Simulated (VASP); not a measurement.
Wanted: the native input for a VASP 6.6.1 run.

```
Task                   : single point
Functional             : PBE
Potentials or basis    : VASP PAW PBE potentials, release 64 (Hg, Te)
Cutoff                 : 520 eV
k mesh                 : 10 × 10 × 6
Occupations            : fermi-dirac, width 0.03 eV
Spin                   : no spin polarisation
Dipole correction      : no
Further INCAR settings : ALGO = Normal; EDIFF = 1e-06; NBANDS = 26
```

The structure of HgTe (wurtzite type) lies in POSCAR:

```
HgTe
1.0
    4.6971622730      0.0000000000      0.0000000000
   -2.3485811365      4.0678618541      0.0000000000
    0.0000000000      0.0000000000      7.7109957537
Hg Te
2 2
Direct
    0.3333333333      0.6666666667      0.0006088171
    0.6666666667      0.3333333333      0.5006088171
    0.3333333333      0.6666666667      0.3753911829
    0.6666666667      0.3333333333      0.8753911829
```

One way to write it, as run:

INCAR

```
SYSTEM = HgTe
  ALGO = Normal
  EDIFF = 1E-6
  ENCUT = 520
  GGA = PE
  ISIF = 2
  ISMEAR = -1
  LASPH = .TRUE.
  LCHARG = .FALSE.
  LREAL = .FALSE.
  LWAVE = .FALSE.
  NBANDS = 26
  NELM = 100
  PREC = Accurate
  SIGMA = 0.03
```

KPOINTS

```
k-points
0
G
  10 10 6
  0 0 0
```

Potentials or basis: VASP PAW PBE potentials, release 64 (Hg, Te).

Launch:

```sh
$ cat potpaw_PBE.64/Hg/POTCAR potpaw_PBE.64/Te/POTCAR > POTCAR
$ mpirun -np 1 vasp_std > vasp.out
```

Results of the run:

* Pressure: 0.0 GPa
* Band gap on the k mesh: zero (filled and empty bands touch)

Caveat: spin-orbit coupling is left out, which moves the levels of the heavy elements.

Wall time 96 s on 1 thread of Intel(R) Xeon(R) 6975P-C (Granite Rapids) (shared host), peak memory 0.37 GiB.
